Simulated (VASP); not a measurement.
# Re (P2_1/m) in VASP: notebook

Re is run at these levels: LDA; tasks: single point.

Program: VASP 6.6.1. These are calculated values, not measurements. Logs are shortened: lines on timing, memory, paths and dates and some standing lists are left out, and cuts for length are marked.

## (1) The cell of the first run

It takes space group P2_1/m (No. 11, monoclinic). Conventional cell: a = 2.761 Å, b = 4.458 Å, c = 2.761 Å, α = 90.00°, β = 120.00°, γ = 90.00°. Re (site symmetry m) has 12 Re at 2.61 to 2.99 Å within 3.4 Å.

## (2) Single point, LDA

The input, INCAR:

```
SYSTEM = Re
PREC = Accurate ; ENCUT = 520
EDIFF = 1E-6 ; ISMEAR = -1
SIGMA = 0.05 ; LREAL = .False.
LASPH = .True. ; NELM = 120
ALGO = Normal ; ISIF = 2
LWAVE = .False. ; LCHARG = .True.
GGA = CA ; LELF = .True.
LVHAR = .True. ; NBANDS = 14
GGA_COMPAT = .False.
```

The input, KPOINTS:

```
Automatic mesh
0
Gamma
  9 9 5
  0 0 0
```

The input, POSCAR:

```
Re
1.0
    2.7608000000      0.0000000000      0.0000000000
   -1.3804000000      2.3909229348      0.0000000000
    0.0000000000      0.0000000000      4.4582000000
Re
2
Direct
    0.3896501855      0.7238309419      0.2500000000
    0.7770163740      0.2761690853      0.7500000000
```

Potentials or basis: VASP PAW LDA potentials, release 64 (Re).

Started as:

```sh
$ cat potpaw_LDA.64/Re/POTCAR > POTCAR
$ mpirun -np 1 vasp_std > vasp.out
```

OUTCAR:

```text
SYSTEM = Re
   PREC = Accurate
   ENCUT = 520
   EDIFF = 1E-6
   ISMEAR = -1
   LREAL = .False.
   LASPH = .True.
   NELM = 120
   ISIF = 2
   GGA = CA

 ion  position               nearest neighbor table
   1  0.390  0.724  0.250-   2 2.61   2 2.61   2 2.70   2 2.70   2 2.99   2 2.99
   2  0.777  0.276  0.750-   1 2.61   1 2.61   1 2.70   1 2.70   1 2.99   1 2.99

  LATTYP: Found a hexagonal cell.
 ALAT       =     2.7608000000
 C/A-ratio  =     1.6148217908

  Lattice vectors:

 A1 = (   2.7608000000,   0.0000000000,   0.0000000000)
 A2 = (  -1.3804000000,   2.3909229348,   0.0000000000)
 A3 = (   0.0000000000,   0.0000000000,   4.4582000000)

Analysis of symmetry for initial positions (statically):
=====================================================================
 Subroutine PRICEL returns:
 Original cell was already a primitive cell.

 Routine SETGRP: Setting up the symmetry group for a
 hexagonal supercell.

 Subroutine GETGRP returns: Found  4 space group operations
 (whereof  1 operations were pure point group operations)
 out of a pool of 24 trial point group operations.

The static configuration has the point symmetry C_1 .
 The point group associated with its full space group is C_2h.

Analysis of symmetry for dynamics (positions and initial velocities):
=====================================================================
 Subroutine PRICEL returns:
 Original cell was already a primitive cell.

 Routine SETGRP: Setting up the symmetry group for a
 hexagonal supercell.

 Subroutine GETGRP returns: Found  4 space group operations
 (whereof  1 operations were pure point group operations)
 out of a pool of 24 trial point group operations.

The dynamic configuration has the point symmetry C_1 .
 The point group associated with its full space group is C_2h.

 Subroutine INISYM returns: Found  4 space group operations
 (whereof  1 operations are pure point group operations),
 and found     1 'primitive' translations

----------------------------------------------------------------------------------------

                                     Primitive cell

  volume of cell :      29.4280

  direct lattice vectors                    reciprocal lattice vectors
     2.760800000  0.000000000  0.000000000     0.362213851  0.209124264  0.000000000
    -1.380400000  2.390922935  0.000000000     0.000000000  0.418248529  0.000000000
     0.000000000  0.000000000  4.458200000     0.000000000  0.000000000  0.224305774

  length of vectors
     2.760800000  2.760800000  4.458200000     0.418248529  0.418248529  0.224305774

  position of ions in fractional coordinates (direct lattice)
     0.389650186  0.723830942  0.250000000
     0.777016374  0.276169085  0.750000000

  ion indices of the primitive-cell ions
   primitive index   ion index
                 1           1
                 2           2

----------------------------------------------------------------------------------------

 KPOINTS: Automatic mesh

Automatic generation of k-mesh.
 Grid dimensions read from file:
 generate k-points for:    9    9    5

 Generating k-lattice:

  Cartesian coordinates                     Fractional coordinates (reciprocal lattice)
     0.040245983  0.023236029  0.000000000     0.111111111 -0.000000000  0.000000000
     0.000000000  0.046472059  0.000000000     0.000000000  0.111111111  0.000000000
     0.000000000  0.000000000  0.044861155     0.000000000  0.000000000  0.200000000

  Length of vectors
     0.046472059  0.046472059  0.044861155

  Shift w.r.t. Gamma in fractional coordinates (k-lattice)
     0.000000000  0.000000000  0.000000000

 Subroutine IBZKPT returns following result:
 ===========================================

 Found    123 irreducible k-points:

 Following reciprocal coordinates:
            Coordinates               Weight
  0.000000  0.000000  0.000000      1.000000
  0.111111 -0.000000  0.000000      2.000000
  0.000000  0.111111  0.000000      2.000000
 -0.111111  0.111111  0.000000      2.000000
  0.222222 -0.000000  0.000000      2.000000
  0.000000  0.222222  0.000000      2.000000
[... 16 lines left out ...]
  0.333333  0.111111  0.000000      2.000000
 -0.111111  0.444444  0.000000      2.000000
 [... further k-points ...]
   k-points           NKPTS =    123   k-points in BZ     NKDIM =    123   number of bands    NBANDS=     14
   number of dos      NEDOS =    301   number of ions     NIONS =      2
   total plane-waves  NPLWV =  20736
   dimension x,y,z NGX =    24 NGY =   24 NGZ =   36
   dimension x,y,z NGXF=    48 NGYF=   48 NGZF=   72
   ions per type =               2
   NGX,Y,Z   is equivalent  to a cutoff of  14.45, 14.45, 13.42 a.u.
   NGXF,Y,Z  is equivalent  to a cutoff of  28.90, 28.90, 26.85 a.u.
 SYSTEM =  Re
   PREC   = accura    normal or accurate (medium, high low for compatibility)
   ISTART =      0    job   : 0-new  1-cont  2-samecut
   ICHARG =      2    charge: 1-file 2-atom 10-const
   ISPIN  =      1    spin polarized calculation?
   LNONCOLLINEAR =      F non collinear calculations
   LSORBIT =      F    spin-orbit coupling
   LASPH  =      T    aspherical Exc in radial PAW
   ENCUT  =  520.0 eV  38.22 Ry    6.18 a.u.   5.13  5.13  8.29*2*pi/ulx,y,z
   NELM   =    120;   NELMIN=  2; NELMDL= -5     # of ELM steps
   EDIFF  = 0.1E-05   stopping-criterion for ELM
   LREAL  =      F    real-space projection
   EDIFFG = 0.1E-04   stopping-criterion for IOM
   NSW    =      0    number of steps for IOM
   IBRION =     -1    ionic relax: 0-MD 1-quasi-New 2-CG
   NFREE  =      0    steps in history (QN), initial steepest desc. (CG)
   ISIF   =      2    stress and relaxation
   ISYM   =      2    0-nonsym 1-usesym 2-fastsym
   POTIM  = 0.5000    time-step for ionic-motion
   TEBEG  =    0.0;   TEEND  =   0.0 temperature during run
   PSTRESS=    0.0 pullay stress
   NELECT =      14.0000    total number of electrons
   NUPDOWN=      -1.0000    fix difference up-down
   EMIN   =  10.00;   EMAX   =-10.00  energy-range for DOS
   EFERMI =   0.00;   METHOD = LEGACY
   ISMEAR =    -1;   SIGMA  =   0.05  broadening in eV -4-tet -1-fermi 0-gaus
   EFERMI_NEDOS =   21; number of points for ismear=-14 and -15
   IALGO  =     38    algorithm
   IMIX   =      4    mixing-type and parameters
     AMIX     =   0.40;   BMIX     =  1.00
     AMIX_MAG =   1.60;   BMIX_MAG =  1.00
  volume/ion in A,a.u.               =      14.71        99.29
  Fermi-wavevector in a.u.,A,eV,Ry     =   1.278000  2.415070 22.222174  1.633284
  Thomas-Fermi vector in A             =   2.410568
   LORBIT       =      0    0 simple, 1 ext, 2 COOP (PROOUT), +10 PAW based schemes
   GGA     = CA    functional components
   LHFCALC =     F    Hartree Fock is set to
   AEXX    =    0.0000 exact exchange contribution
   IVDW    =     0    specifies the selected vdW correction
   LEPSILON=     F    determine dielectric tensor
   LRPA    =     F    only Hartree local field effects (RPA)
 non-spin polarized calculation
  energy-cutoff  :      520.00
  volume of cell :       29.43
 maximum number of plane-waves:       814
 NGX is ok and might be reduce to    24
   NGX = 11   NGY = 11   NGZ = 17

 number of electron      14.0000001 magnetization

 Free energy of the ion-electron system (eV)
  ---------------------------------------------------
  ext. energy  EPLUGINS =         0.00000000
  ---------------------------------------------------
  free energy    TOTEN  =       -27.19159540 eV

  energy without entropy =      -27.17683415  energy(sigma->0) =      -27.18421477

 E-fermi :   8.0889     XC(G=0): -13.8322

 val. band max:        8.0886939701   @ k =   0.4444   0.1111   0.4000
 cond. band min:       8.1793053830   @ k =   0.1111   0.2222  -0.2000
 fundamental gap:      0.0906114129
 Fermi energy:         8.0889365146

 k-point     1 :       0.0000    0.0000    0.0000
  band No.  band energies     occupation
      1      -1.9334      2.00000
      2       1.2908      2.00000
      3       5.1854      2.00000
      4       5.9818      2.00000
      5       6.7916      2.00000
      6       6.9653      2.00000
      7       7.3798      2.00000
      8       7.6686      1.99955
      9       8.5843      0.00010
     10       9.3560      0.00000
     11       9.7448      0.00000
     12      12.7850      0.00000
     13      18.3227      0.00000
     14      21.8148      0.00000

 k-point     2 :       0.1111   -0.0000    0.0000
  band No.  band energies     occupation
      1      -1.4317      2.00000
      2       1.7879      2.00000
      3       5.1390      2.00000
      4       5.8654      2.00000
      5       6.4685      2.00000
      6       7.0904      2.00000
      7       7.2597      2.00000
      8       7.4275      2.00000
      9       8.0282      1.54235
     10       9.0987      0.00000
     11      10.2629      0.00000
     12      13.9270      0.00000
     13      18.1301      0.00000
     14      22.8069      0.00000

 k-point     3 :       0.0000    0.1111    0.0000
  band No.  band energies     occupation
      1      -1.4293      2.00000
      2       1.8006      2.00000
      3       5.0747      2.00000
      4       5.8636      2.00000
      5       6.5935      2.00000
      6       7.1144      2.00000
      7       7.3541      2.00000
      8       7.4483      1.99999
      9       7.8764      1.97188
     10       8.9131      0.00000
     11      10.3420      0.00000
     12      14.0178      0.00000
     13      18.1095      0.00000
     14      22.7594      0.00000

 k-point     4 :      -0.1111    0.1111    0.0000
  band No.  band energies     occupation
      1      -1.4470      2.00000
      2       1.6771      2.00000
      3       5.1259      2.00000
      4       6.3441      2.00000
      5       6.4442      2.00000
      6       6.5484      2.00000
      7       6.8018      2.00000
      8       7.3837      2.00000
      9       7.9970      1.72578
     10       9.5274      0.00000
     11      11.7594      0.00000
     12      12.8126      0.00000
     13      18.2732      0.00000
     14      23.0231      0.00000

 k-point     5 :       0.2222   -0.0000    0.0000
  band No.  band energies     occupation
      1      -0.1040      2.00000
      2       2.8603      2.00000
      3       4.7184      2.00000
      4       5.0506      2.00000
      5       5.5084      2.00000
      6       6.6670      2.00000
      7       7.7521      1.99763
      8       8.0635      1.24923
      9       8.3588      0.00902
     10       9.1413      0.00000
     11      10.6388      0.00000
[... 276 lines left out ...]
 k-point    22 :       0.3333   -0.1111    0.0000
  band No.  band energies     occupation
      1       0.9953      2.00000
      2       3.4005      2.00000
      3       3.9198      2.00000
      4       4.3681      2.00000
      5       5.1908      2.00000
      6       5.9356      2.00000
      7       7.9129      1.94252
      8       8.7139      0.00001
      9       9.8493      0.00000
     10      10.2740      0.00000
     11      11.2949      0.00000
     12      17.3785      0.00000
     13      17.7147      0.00000
     14      21.7455      0.00000

 k-point    23 :       0.3333    0.1111    0.0000
  band No.  band energies     occupation
      1       2.2993      2.00000
      2       2.8987      2.00000
      3       3.5156      2.00000
      4       5.2951      2.00000
      5       5.8323      2.00000
      6       6.3543      2.00000
      7       6.6506      2.00000
      8       9.5305      0.00000
      9      10.3528      0.00000
     10      10.8701      0.00000
     11      12.8297      0.00000
     12      16.9046      0.00000
     13      18.4451      0.00000
     14      20.3709      0.00000

 k-point    24 :      -0.1111    0.4444    0.0000
  band No.  band energies     occupation
      1       2.4101      2.00000
      2       2.9787      2.00000
      3       3.5939      2.00000
      4       4.7257      2.00000
      5       5.0781      2.00000
      6       6.0798      2.00000
      7       6.9496      2.00000
      8      10.4048      0.00000
      9      11.1056      0.00000
     10      11.3384      0.00000
     11      12.5208      0.00000
     12      17.5670      0.00000
     13      17.8550      0.00000
     14      20.6481      0.00000

 [... further k-points ...]

------------------------ aborting loop because EDIFF is reached ----------------------------------------

  FORCE on cell =-STRESS in cart. coord.  units (eV):
  Direction    XX          YY          ZZ          XY          YZ          ZX
  --------------------------------------------------------------------------------------
  -------------------------------------------------------------------------------------
  Total       -1.6365470     -0.0139333     -1.0065009      1.6972156      0.0000000      0.0000000
  in kB      -89.1002667     -0.7585828    -54.7979942     92.4033117      0.0000000      0.0000000
  external PRESSURE =     -48.2189479 kB  Pullay stress =       0.0000000 kB

 VOLUME and BASIS-vectors are now :
 -----------------------------------------------------------------------------
  energy-cutoff  :      520.00
  volume of cell :       29.43
      direct lattice vectors                 reciprocal lattice vectors
     2.760800000  0.000000000  0.000000000     0.362213851  0.209124264  0.000000000
    -1.380400000  2.390922935  0.000000000     0.000000000  0.418248529  0.000000000
     0.000000000  0.000000000  4.458200000     0.000000000  0.000000000  0.224305774

 POSITION                                       TOTAL-FORCE (eV/Angst)
 -----------------------------------------------------------------------------------
      0.07657      1.73062      1.11455         1.012936     -0.871257      0.000000
      1.76396      0.66030      3.34365        -1.012936      0.871257      0.000000
 -----------------------------------------------------------------------------------
    total drift:                                0.000000      0.000000      0.000000

  FREE ENERGIE OF THE ION-ELECTRON SYSTEM (eV)
  ---------------------------------------------------
  free  energy   TOTEN  =       -27.1915953970 eV

  energy  without entropy=      -27.1768341475  energy(sigma->0) =      -27.18421477
```

Run time: 50 s. Hardware: 1 thread of Intel Xeon 8259CL, shared host; peak memory 0.17 GiB.

What came out:

| Property | Result |
| --- | --- |
| Free energy | -27.1916 eV |
| Pressure | -4.8 GPa |
| Largest force | 1.336 eV/Å |
| Band gap on the k mesh | zero (bands 7 and 8 overlap by 2.96 eV) |

Forces in eV/Å, atoms in the order of the input:
```
Re   1.013 -0.871  0.000
Re  -1.013  0.871  0.000
```

Stress tensor (GPa, compression positive):
```
-8.91  9.24  0.00
 9.24 -0.08  0.00
 0.00  0.00 -5.48
```

Caveat: the stress differs along the axes, from -9 to -0 GPa; spin-orbit coupling is left out, which moves the levels of the heavy elements; forces of over 1 eV/Å act on the atoms, so gaps and moduli don't describe the material at rest.

[end of part 1 of 2]

The gap in the log of VASP goes by the Fermi energy; the results here count the filled bands.